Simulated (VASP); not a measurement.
# MnO (P-6m2) in VASP: single point with PBEsol-based global hybrid with 25 % exact exchange

Aim: the single point of MnO with PBEsol-based global hybrid with 25 % exact exchange.

All numbers are computed with VASP 6.6.1; they aren't measurements. Logs are shortened: lines on timing, memory, paths and dates and some standing lists are left out, and cuts for length are marked.

## 1. The cell of the first run

Symmetry: P-6m2, No. 187, hexagonal system. The conventional cell has a = 3.005 Å, b = 3.005 Å, c = 2.765 Å, α = 90.00°, β = 90.00°, γ = 120.00°. Within 3.1 Å of Mn (site symmetry -6m2) lie 6 O at 2.22 Å and 8 Mn at 2.77 to 3.00 Å. Within 3.1 Å of O (site symmetry -6m2) lie 6 Mn at 2.22 Å and 8 O at 2.77 to 3.00 Å.

## 2. Single point, PBEsol-based global hybrid with 25 % exact exchange, collinear spin, ferromagnetic start

POSCAR

```
MnO
1.0
    3.0048074049      0.0000000029      0.0000000000
   -1.5024037050      2.6022395446      0.0000000000
    0.0000000000      0.0000000000      2.7653422853
Mn O
1 1
Direct
    0.0000000000      0.0000000000      0.0000000000
    0.6666666667      0.3333333333      0.5000000000
```

INCAR.step1

```
SYSTEM = MnO
  PREC = Accurate
  ENCUT = 520
  EDIFF = 1E-5
  ISMEAR = -1
  SIGMA = 0.05
  LREAL = .FALSE.
  LASPH = .TRUE.
  NELM = 150
  ALGO = Normal
  ISIF = 2
  LWAVE = .TRUE.
  LCHARG = .FALSE.
  ISPIN = 2
  MAGMOM = 4 0
  LORBIT = 11
  LMAXMIX = 4
  NBANDS = 20
  GGA = PE
```

INCAR.step2

```
SYSTEM = MnO
  PREC = Accurate
  ENCUT = 520
  EDIFF = 1E-6
  ISMEAR = -1
  SIGMA = 0.05
  LREAL = .FALSE.
  LASPH = .TRUE.
  NELM = 150
  ALGO = Normal
  ISIF = 2
  LWAVE = .FALSE.
  LCHARG = .FALSE.
  ISPIN = 2
  MAGMOM = 4 0
  LORBIT = 11
  LMAXMIX = 4
  GGA = PS
  LHFCALC = .TRUE.
  AEXX = 0.25
  PRECFOCK = Normal
  NBANDS = 20
  ISTART = 1
```

KPOINTS

```
regular mesh
0
G
  5 5 5
  0 0 0
```

Potentials or basis: VASP PAW PBE potentials, release 64 (Mn_pv, O).

Run with:

```bash
$ cat potpaw_PBE.64/Mn_pv/POTCAR potpaw_PBE.64/O/POTCAR > POTCAR
$ cp INCAR.step1 INCAR
$ mpirun -np 1 vasp_std > vasp.out
$ cp INCAR.step2 INCAR
$ mpirun -np 1 vasp_std > vasp.out
```

OUTCAR:

```text
SYSTEM = MnO
   PREC = Accurate
   ENCUT = 520
   EDIFF = 1E-6
   ISMEAR = -1
   LREAL = .FALSE.
   LASPH = .TRUE.
   NELM = 150
   ISIF = 2
   ISPIN = 2
   LORBIT = 11
   GGA = PS
   LHFCALC = .TRUE.
   AEXX = 0.25
   PRECFOCK = Normal
   ISTART = 1

 ion  position               nearest neighbor table
   1  0.000  0.000  0.000-   2 2.22   2 2.22   2 2.22   2 2.22   2 2.22   2 2.22
   2  0.667  0.333  0.500-   1 2.22   1 2.22   1 2.22   1 2.22   1 2.22   1 2.22

  LATTYP: Found a hexagonal cell.
 ALAT       =     3.0048074049
 C/A-ratio  =     0.9203060006

  Lattice vectors:

 A1 = (   3.0048074049,   0.0000000029,   0.0000000000)
 A2 = (  -1.5024037050,   2.6022395446,   0.0000000000)
 A3 = (   0.0000000000,   0.0000000000,   2.7653422853)

Analysis of symmetry for initial positions (statically):
=====================================================================
 Subroutine PRICEL returns:
 Original cell was already a primitive cell.

 Routine SETGRP: Setting up the symmetry group for a
 hexagonal supercell.

 Subroutine GETGRP returns: Found 12 space group operations
 (whereof 12 operations were pure point group operations)
 out of a pool of 24 trial point group operations.

The static configuration has the point symmetry D_3h.

Analysis of symmetry for dynamics (positions and initial velocities):
=====================================================================
 Subroutine PRICEL returns:
 Original cell was already a primitive cell.

 Routine SETGRP: Setting up the symmetry group for a
 hexagonal supercell.

 Subroutine GETGRP returns: Found 12 space group operations
 (whereof 12 operations were pure point group operations)
 out of a pool of 24 trial point group operations.

The dynamic configuration has the point symmetry D_3h.

Analysis of structural, dynamic, and magnetic symmetry:
=====================================================================
 Subroutine PRICEL returns:
 Original cell was already a primitive cell.

 Routine SETGRP: Setting up the symmetry group for a
 hexagonal supercell.

 Subroutine GETGRP returns: Found 12 space group operations
 (whereof 12 operations were pure point group operations)
 out of a pool of 24 trial point group operations.

The overall configuration has the point symmetry D_3h.

 Subroutine INISYM returns: Found 12 space group operations
 (whereof 12 operations are pure point group operations),
 and found     1 'primitive' translations

----------------------------------------------------------------------------------------

                                     Primitive cell

  volume of cell :      21.6228

  direct lattice vectors                    reciprocal lattice vectors
     3.004807405  0.000000003  0.000000000     0.332800032  0.192142188  0.000000000
    -1.502403705  2.602239545  0.000000000    -0.000000000  0.384284376  0.000000000
     0.000000000  0.000000000  2.765342285     0.000000000  0.000000000  0.361618887

  length of vectors
     3.004807405  3.004807405  2.765342285     0.384284376  0.384284376  0.361618887

  position of ions in fractional coordinates (direct lattice)
     0.000000000  0.000000000  0.000000000
     0.666666667  0.333333333  0.500000000

  ion indices of the primitive-cell ions
   primitive index   ion index
                 1           1
                 2           2

----------------------------------------------------------------------------------------

 KPOINTS: regular mesh

Automatic generation of k-mesh.
 Grid dimensions read from file:
 generate k-points for:    5    5    5

 Generating k-lattice:

  Cartesian coordinates                     Fractional coordinates (reciprocal lattice)
     0.066560006  0.038428438  0.000000000     0.200000000  0.000000000  0.000000000
    -0.000000000  0.076856875  0.000000000     0.000000000  0.200000000  0.000000000
     0.000000000  0.000000000  0.072323777     0.000000000  0.000000000  0.200000000

  Length of vectors
     0.076856875  0.076856875  0.072323777

  Shift w.r.t. Gamma in fractional coordinates (k-lattice)
     0.000000000  0.000000000  0.000000000

 Subroutine IBZKPT returns following result:
 ===========================================

 Found     15 irreducible k-points:

 Following reciprocal coordinates:
            Coordinates               Weight
  0.000000  0.000000  0.000000      1.000000
  0.200000  0.000000  0.000000      6.000000
  0.400000  0.000000  0.000000      6.000000
  0.200000  0.200000  0.000000      6.000000
  0.400000  0.200000  0.000000      6.000000
  0.000000  0.000000  0.200000      2.000000
  0.200000  0.000000  0.200000     12.000000
  0.400000  0.000000  0.200000     12.000000
  0.200000  0.200000  0.200000     12.000000
  0.400000  0.200000  0.200000     12.000000
  0.000000  0.000000  0.400000      2.000000
  0.200000  0.000000  0.400000     12.000000
  0.400000  0.000000  0.400000     12.000000
  0.200000  0.200000  0.400000     12.000000
  0.400000  0.200000  0.400000     12.000000
   k-points           NKPTS =     15   k-points in BZ     NKDIM =    125   number of bands    NBANDS=     20
   number of dos      NEDOS =    301   number of ions     NIONS =      2
   total plane-waves  NPLWV =  13824
   dimension x,y,z NGX =    24 NGY =   24 NGZ =   24
   dimension x,y,z NGXF=    48 NGYF=   48 NGZF=   48
   ions per type =               1   1
   NGX,Y,Z   is equivalent  to a cutoff of  13.28, 13.28, 14.43 a.u.
   NGXF,Y,Z  is equivalent  to a cutoff of  26.56, 26.56, 28.86 a.u.
 SYSTEM =  MnO
   PREC   = accura    normal or accurate (medium, high low for compatibility)
   ISTART =      1    job   : 0-new  1-cont  2-samecut
   ICHARG =      0    charge: 1-file 2-atom 10-const
   ISPIN  =      2    spin polarized calculation?
   LNONCOLLINEAR =      F non collinear calculations
   LSORBIT =      F    spin-orbit coupling
   LASPH  =      T    aspherical Exc in radial PAW
   ENCUT  =  520.0 eV  38.22 Ry    6.18 a.u.   5.59  5.59  5.14*2*pi/ulx,y,z
   NELM   =    150;   NELMIN=  2; NELMDL=  0     # of ELM steps
   EDIFF  = 0.1E-05   stopping-criterion for ELM
   LREAL  =      F    real-space projection
   EDIFFG = 0.1E-04   stopping-criterion for IOM
   NSW    =      0    number of steps for IOM
   IBRION =     -1    ionic relax: 0-MD 1-quasi-New 2-CG
   NFREE  =      0    steps in history (QN), initial steepest desc. (CG)
   ISIF   =      2    stress and relaxation
   ISYM   =      3    0-nonsym 1-usesym 2-fastsym
   POTIM  = 0.5000    time-step for ionic-motion
   TEBEG  =    0.0;   TEEND  =   0.0 temperature during run
   PSTRESS=    0.0 pullay stress
   NELECT =      19.0000    total number of electrons
   NUPDOWN=      -1.0000    fix difference up-down
   EMIN   =  10.00;   EMAX   =-10.00  energy-range for DOS
   EFERMI =   0.00;   METHOD = LEGACY
   ISMEAR =    -1;   SIGMA  =   0.05  broadening in eV -4-tet -1-fermi 0-gaus
   EFERMI_NEDOS =   21; number of points for ismear=-14 and -15
   IALGO  =     38    algorithm
   IMIX   =      1    mixing-type and parameters
     AMIX     =   0.40;   BMIX     =  1.00
     AMIX_MAG =   1.60;   BMIX_MAG =  1.00
  volume/ion in A,a.u.               =      10.81        72.96
  Fermi-wavevector in a.u.,A,eV,Ry     =   1.568033  2.963152 33.453003  2.458726
  Thomas-Fermi vector in A             =   2.670124
   LORBIT       =     11    0 simple, 1 ext, 2 COOP (PROOUT), +10 PAW based schemes
   GGA     = PS    functional components
   LHFCALC =     T    Hartree Fock is set to
   PRECFOCK=normal    Normal, Fast or Accurate (Low or Medium for compatibility)
   ENCUT4O =  -1.0   cutoff for four orbital integrals eV
   NKREDX  =     1    reduce k-point grid by
   NKREDY  =     1    reduce k-point grid by
   NKREDZ  =     1    reduce k-point grid by
   AEXX    =    0.2500 exact exchange contribution
   HFSCREEN=    0.0000 screening length (either q_TF or 0.3 A-1)
   HFSCREENC=   0.0000 screening length for correlation (either q_TF or 0.3 A-1)
   ENCUTFOCK=  -1.0 apply spherical cutoff to Coloumb kernel
   IVDW    =     0    specifies the selected vdW correction
   LEPSILON=     F    determine dielectric tensor
   LRPA    =     F    only Hartree local field effects (RPA)
 spin polarized calculation
  energy-cutoff  :      520.00
  volume of cell :       21.62
 maximum number of plane-waves:       599
 NGX is ok and might be reduce to    24
  NGX = 18; NGY = 18; NGZ = 16

 number of electron      18.9999997 magnetization       4.9984409

 Free energy of the ion-electron system (eV)
  ---------------------------------------------------
  ext. energy  EPLUGINS =         0.00000000
  ---------------------------------------------------
  free energy    TOTEN  =       -25.61592469 eV

  energy without entropy =      -25.61592469  energy(sigma->0) =      -25.61592469

 E-fermi :   6.5101     XC(G=0):  -9.5033

 val. band max:        5.4631974823   @ k =   0.4000   0.2000   0.0000
 cond. band min:       7.4422455438   @ k =   0.0000   0.0000   0.0000
 fundamental gap:      1.9790480615
 Fermi energy:         6.5100569456

 spin component 1

 k-point     1 :       0.0000    0.0000    0.0000
  band No.  band energies     occupation
      1     -47.9878      1.00000
      2     -47.9878      1.00000
      3     -47.8799      1.00000
      4     -15.6586      1.00000
      5       0.0503      1.00000
      6       0.0503      1.00000
[... 12 lines left out ...]
     19      32.5573      0.00000
     20      32.5573      0.00000

 k-point     2 :       0.2000    0.0000    0.0000
  band No.  band energies     occupation
      1     -48.0181      1.00000
      2     -47.9954      1.00000
      3     -47.8768      1.00000
      4     -15.3418      1.00000
      5      -0.9673      1.00000
      6       0.4029      1.00000
[... 12 lines left out ...]
     19      32.0389      0.00000
     20      32.3880      0.00000
[... 257 lines left out ...]
      2     -48.0008      1.00000
      3     -47.9990      1.00000
      4     -14.3304      1.00000
      5      -1.7142      1.00000
      6      -1.0744      1.00000
[... 12 lines left out ...]
     19      32.6112      0.00000
     20      34.4330      0.00000

 k-point    15 :       0.4000    0.2000    0.4000
  band No.  band energies     occupation
      1     -48.0497      1.00000
      2     -48.0152      1.00000
      3     -47.9949      1.00000
      4     -14.1859      1.00000
      5      -1.7962      1.00000
      6      -1.4121      1.00000
[... 12 lines left out ...]
     19      32.9488      0.00000
     20      37.7037      0.00000
 Fermi energy:         6.5100569456

 spin component 2

 k-point     1 :       0.0000    0.0000    0.0000
  band No.  band energies     occupation
      1     -41.3245      1.00000
      2     -41.3245      1.00000
      3     -41.1799      1.00000
      4     -15.0442      1.00000
      5       2.5010      1.00000
      6       2.5010      1.00000
[... 12 lines left out ...]
     19      34.6690      0.00000
     20      34.6690      0.00000

 k-point     2 :       0.2000    0.0000    0.0000
  band No.  band energies     occupation
      1     -41.3636      1.00000
      2     -41.3340      1.00000
      3     -41.1749      1.00000
      4     -14.7263      1.00000
      5       0.8534      1.00000
      6       2.4641      1.00000
[... 12 lines left out ...]
     19      33.7712      0.00000
     20      33.8295      0.00000
[... 258 lines left out ...]
      3     -41.3235      1.00000
      4     -13.7008      1.00000
      5      -0.3944      1.00000
      6       0.7132      1.00000
[... 12 lines left out ...]
     19      34.3683      0.00000
     20      36.2732      0.00000

 k-point    15 :       0.4000    0.2000    0.4000
  band No.  band energies     occupation
      1     -41.4007      1.00000
      2     -41.3549      1.00000
      3     -41.3169      1.00000
      4     -13.5490      1.00000
      5      -0.0735      1.00000
      6       0.1424      1.00000
[... 12 lines left out ...]
     19      34.8785      0.00000
     20      38.5777      0.00000

------------------------ aborting loop because EDIFF is reached ----------------------------------------

  FORCE on cell =-STRESS in cart. coord.  units (eV):
  Direction    XX          YY          ZZ          XY          YZ          ZX
  --------------------------------------------------------------------------------------
  -------------------------------------------------------------------------------------
  Total        0.0730718      0.0730718      0.0910690     -0.0000000     -0.0000000      0.0000000
  in kB        5.4143633      5.4143633      6.7478955     -0.0000000     -0.0000000      0.0000000
  external PRESSURE =       5.8588740 kB  Pullay stress =       0.0000000 kB

 VOLUME and BASIS-vectors are now :
 -----------------------------------------------------------------------------
  energy-cutoff  :      520.00
  volume of cell :       21.62
      direct lattice vectors                 reciprocal lattice vectors
     3.004807405  0.000000003  0.000000000     0.332800032  0.192142188  0.000000000
    -1.502403705  2.602239545  0.000000000    -0.000000000  0.384284376  0.000000000
     0.000000000  0.000000000  2.765342285     0.000000000  0.000000000  0.361618887

 POSITION                                       TOTAL-FORCE (eV/Angst)
 -----------------------------------------------------------------------------------
      0.00000      0.00000      0.00000         0.000000      0.000000      0.000000
      1.50240      0.86741      1.38267        -0.000000     -0.000000      0.000000
 -----------------------------------------------------------------------------------
    total drift:                                0.000000      0.000001     -0.000000

  FREE ENERGIE OF THE ION-ELECTRON SYSTEM (eV)
  ---------------------------------------------------
  free  energy   TOTEN  =       -25.6159246924 eV

  energy  without entropy=      -25.6159246923  energy(sigma->0) =      -25.61592469

 total charge

# of ion       s       p       d       tot
------------------------------------------
    1        0.211   6.197   4.947  11.355
    2        1.553   3.471   0.000   5.024
--------------------------------------------------
tot          1.764   9.668   4.947  16.379

 magnetization (x)

# of ion       s       p       d       tot
------------------------------------------
    1        0.023   0.032   4.497   4.552
    2        0.024   0.175   0.000   0.199
--------------------------------------------------
tot          0.047   0.207   4.497   4.751
```

Wall time 65 min (1 thread of Intel Xeon 8259CL, shared host); peak memory 0.17 GiB.

Results:

* Free energy: -25.6159 eV
* Pressure: 0.6 GPa
* Band gap on the k mesh: 1.98 eV (least direct gap 2.83 eV)
* Net moment: 5.00 μB per cell
* Site moments: Mn +4.55; O +0.20 μB
* Valence electrons inside the program's atomic spheres: Mn 11.36; O 5.02

Stress tensor (GPa, compression positive):
```
0.54 0.00 0.00
0.00 0.54 0.00
0.00 0.00 0.67
```

Caveat: the k points lie up to 0.48 Å⁻¹ apart; the PAW data sets were made with another functional, which shifts forces and pressure a little; a cell with one magnetic atom can't hold antiferromagnetic order, which such compounds often take.
